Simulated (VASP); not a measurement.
# Al30Cu (a cell with a defect) in VASP: further runs, part 2 of 2

VASP 6.6.1. The steps go on from the part before.

**3. Single point, PBEsol**

Input file INCAR:

```
ALGO = Normal ; EDIFF = 1E-6
ENCUT = 520 ; GGA = PS
ISIF = 2 ; ISMEAR = 0
LASPH = T ; LCHARG = F
LREAL = Auto ; LWAVE = F
NBANDS = 72 ; NELM = 100
PREC = Accurate ; SIGMA = 0.1
```

Input file KPOINTS:

```
k-points
0
Gamma
  3 3 3
```

Input file POSCAR:

```
Al30Cu
1.0
    8.1000000000      0.0000000000      0.0000000000
    0.0000000000      8.1000000000      0.0000000000
    0.0000000000      0.0000000000      8.1000000000
Al Cu
30 1
Direct
    0.4978216049      0.0015374074     -0.0022160494
    0.7489841975      0.2531896296      0.0002455556
    0.7489370370      0.0033796296      0.2528567901
    0.0000691358      0.0015470370     -0.0022808642
    0.2488686420      0.2496046914     -0.0018322222
    0.5010043210      0.5009802469      0.0008127160
    0.7489367901      0.7484567901      0.0010913580
    0.2488901235      0.0031700000      0.2490625926
    0.5117566667      0.2556739506      0.2536941975
    0.4996372840      0.0044877778      0.5000996296
    0.7489687654      0.0016898765      0.7477366667
   -0.0031358025      0.5010416049      0.0008453086
    0.2490187654      0.7521500000     -0.0028253086
   -0.0139037037      0.2556061728      0.2536576543
    0.2489543210      0.5001586420      0.2492933333
    0.5009462963      0.7486588889      0.2484544444
   -0.0018933333      0.0045287654      0.5000207407
    0.2489019753      0.2505143210      0.4988519753
    0.5119166667      0.4959232099      0.4937067901
    0.7490264198      0.7493641975      0.4961088889
    0.2489269136      0.0016132099      0.7478533333
    0.4996581481      0.2492990123      0.7449807407
    0.7489671605      0.4966690123      0.7462232099
   -0.0030629630      0.7486597531      0.2483753086
   -0.0139737037      0.4959106173      0.4937256790
    0.2488691358      0.7513558025      0.4997838272
   -0.0019009877      0.2493693827      0.7450034568
    0.2489066667      0.5002493827      0.7462235802
    0.4977913580      0.7516339506      0.7478608642
    0.0001366667      0.7517100000      0.7478635802
    0.7488064198      0.2423341975      0.5072133333
```

Potentials or basis: VASP PAW PBE potentials, release 64 (Al, Cu).

Run with:

```console
$ cat potpaw_PBE.64/Al/POTCAR potpaw_PBE.64/Cu/POTCAR > POTCAR
$ mpirun -np 1 vasp_std > vasp.out
```

OUTCAR:

```text
EDIFF = 1E-6
   ENCUT = 520
   GGA = PS
   ISIF = 2
   ISMEAR = 0
   LASPH = T
   LREAL = Auto
   NELM = 100
   PREC = Accurate

 ion  position               nearest neighbor table
   1  0.498  0.002  0.998-   5 2.85  13 2.85  21 2.86  29 2.86   8 2.87  22 2.87  11 2.87   2 2.88
                            16 2.88   7 2.89   3 2.90   9 2.92
   2  0.749  0.253  0.000-  14 2.81   9 2.81  12 2.84   6 2.84  23 2.85   3 2.88   4 2.88   1 2.88
                            11 2.89  27 2.89  22 2.89
   3  0.749  0.003  0.253-  14 2.80   9 2.80  31 2.83  17 2.84  10 2.84  20 2.85   2 2.88  16 2.88
                            24 2.88   1 2.90   4 2.90   7 2.90
   4  0.000  0.002  0.998-   5 2.85  13 2.85  21 2.86  30 2.86   8 2.86  27 2.87  11 2.87   2 2.88
                            24 2.88   7 2.89   3 2.90  14 2.92
   5  0.249  0.250  0.998-   4 2.85   1 2.85   8 2.85  21 2.85  15 2.87  28 2.88  12 2.88   6 2.88
                            27 2.89  22 2.89  14 2.97   9 2.97
   6  0.501  0.501  0.001-  16 2.84   7 2.84   2 2.84   9 2.86  15 2.87  23 2.88  13 2.88   5 2.88
                            29 2.88  28 2.90  22 2.91
   7  0.749  0.748  0.001-  24 2.84  12 2.84  16 2.84   6 2.84   1 2.89   4 2.89  29 2.89  30 2.89
                            11 2.90  23 2.90   3 2.90
[... 290 lines left out ...]
      3      -1.2856      2.00000
      4      -1.2549      2.00000
      5      -1.2429      2.00000
      6      -1.1690      2.00000
[... 899 lines left out ...]
     61       9.1781      0.00000
     62       9.2400      0.00000
 [bands above 62 left out]

------------------------ aborting loop because EDIFF is reached ----------------------------------------

  FORCE on cell =-STRESS in cart. coord.  units (eV):
  Direction    XX          YY          ZZ          XY          YZ          ZX
  --------------------------------------------------------------------------------------
  -------------------------------------------------------------------------------------
  Total      -12.2001178    -12.0966098    -12.0930994      0.0057744      0.2825251     -0.0095424
  in kB      -36.7806626    -36.4686088    -36.4580259      0.0174085      0.8517509     -0.0287681
  external PRESSURE =     -36.5690991 kB  Pullay stress =       0.0000000 kB

 VOLUME and BASIS-vectors are now :
 -----------------------------------------------------------------------------
  energy-cutoff  :      520.00
  volume of cell :      531.44
      direct lattice vectors                 reciprocal lattice vectors
     8.100000000  0.000000000  0.000000000     0.123456790  0.000000000  0.000000000
     0.000000000  8.100000000  0.000000000     0.000000000  0.123456790  0.000000000
     0.000000000  0.000000000  8.100000000     0.000000000  0.000000000  0.123456790

 POSITION                                       TOTAL-FORCE (eV/Angst)
 -----------------------------------------------------------------------------------
      4.03235      0.01245      8.08205        -0.002323      0.001720     -0.002508
      6.06677      2.05084      0.00199        -0.000968      0.005031     -0.000272
      6.06639      0.02737      2.04814         0.000173     -0.002564     -0.000050
      0.00056      0.01253      8.08152         0.002630     -0.000524     -0.002068
      2.01584      2.02180      8.08516        -0.000145     -0.000844     -0.003987
      4.05814      4.05794      0.00658         0.004079      0.001505      0.005210
[... 23 lines left out ...]
      0.00111      6.08885      6.05769         0.000832      0.000983     -0.000709
      6.06533      1.96291      4.10843         0.001444      0.005503     -0.004324
 -----------------------------------------------------------------------------------
    total drift:                               -0.039872      0.037423     -0.043352

  FREE ENERGIE OF THE ION-ELECTRON SYSTEM (eV)
  ---------------------------------------------------
  free  energy   TOTEN  =      -126.4385302557 eV

  energy  without entropy=     -126.3886690475  energy(sigma->0) =     -126.41359965
```

OSZICAR:

```text
N       E                     dE             d eps       ncg     rms          rms(c)
DAV:   1     0.274771764222E+03    0.27477E+03   -0.34023E+04  2016   0.115E+03
DAV:   2    -0.947579397513E+02   -0.36953E+03   -0.34266E+03  2080   0.198E+02
DAV:   3    -0.129548304598E+03   -0.34790E+02   -0.31614E+02  2616   0.585E+01
[... 13 lines left out ...]
DAV:  17    -0.126438660823E+03   -0.63737E-04   -0.26271E-04  3208   0.951E-02    0.929E-02
DAV:  18    -0.126438691330E+03   -0.30507E-04   -0.18687E-05  2520   0.457E-02    0.106E-01
DAV:  19    -0.126438524313E+03    0.16702E-03   -0.43008E-04  2592   0.424E-01    0.285E-02
DAV:  20    -0.126438528743E+03   -0.44303E-05   -0.16125E-04  3032   0.101E-01    0.977E-03
DAV:  21    -0.126438529909E+03   -0.11654E-05   -0.33984E-06  1864   0.269E-02    0.110E-02
DAV:  22    -0.126438530256E+03   -0.34680E-06   -0.90665E-07  1512   0.589E-03
   1 F= -.12643853E+03 E0= -.12641360E+03  d E =-.498612E-01
```

Run time: 27 min. Hardware: 1 thread of Oxide Virtual Turin-like, shared host; peak memory 0.63 GiB.

Results:

```
Free energy            : -126.4385 eV
Pressure               : -3.7 GPa
Largest force          : 0.010 eV/Å
Band gap on the k mesh : zero (an odd number of electrons rules out a gap without spin polarisation)
```

Forces on the atoms (eV/Å):
```
Al  -0.002  0.002 -0.003
Al  -0.001  0.005  0.000
Al   0.000 -0.003  0.000
Al   0.003 -0.001 -0.002
Al   0.000 -0.001 -0.004
Al   0.004  0.002  0.005
Al  -0.003 -0.003  0.002
Al   0.001  0.001  0.001
Al  -0.002 -0.003 -0.009
Al  -0.002 -0.008  0.000
Al  -0.004 -0.004  0.002
Al  -0.001 -0.001  0.002
Al  -0.001  0.003 -0.002
Al   0.004  0.001 -0.005
Al  -0.005  0.002 -0.003
Al   0.003 -0.004 -0.002
Al   0.005 -0.007  0.003
Al  -0.003  0.001 -0.001
Al  -0.003  0.004  0.005
Al   0.000 -0.001  0.001
Al  -0.003 -0.001 -0.001
Al   0.000  0.003  0.010
Al   0.000  0.001  0.001
Al   0.000 -0.003 -0.001
Al   0.003  0.002  0.004
Al  -0.002  0.004  0.000
Al   0.004  0.000  0.005
Al   0.003 -0.001 -0.002
Al  -0.001  0.003  0.000
Al   0.001  0.001 -0.001
Cu   0.001  0.006 -0.004
```

Stress tensor (GPa, compression positive):
```
-3.68  0.00  0.00
 0.00 -3.65  0.09
 0.00  0.09 -3.65
```

Levels at points of the mesh, in eV from the Fermi level:
| k point | band 47 | band 48 | band 49 | band 50 | band 51 | band 52 | band 53 | band 54 | band 55 | band 56 |
| --- | --- | --- | --- | --- | --- | --- | --- | --- | --- | --- |
| (0.00, 0.00, 0.00) | -0.32 | -0.12 | -0.09 | -0.02 | 0.61 | 0.62 | 0.65 | 0.68 | 0.84 | 0.84 |

Caveat: the PAW data sets were made with another functional, which shifts forces and pressure a little.
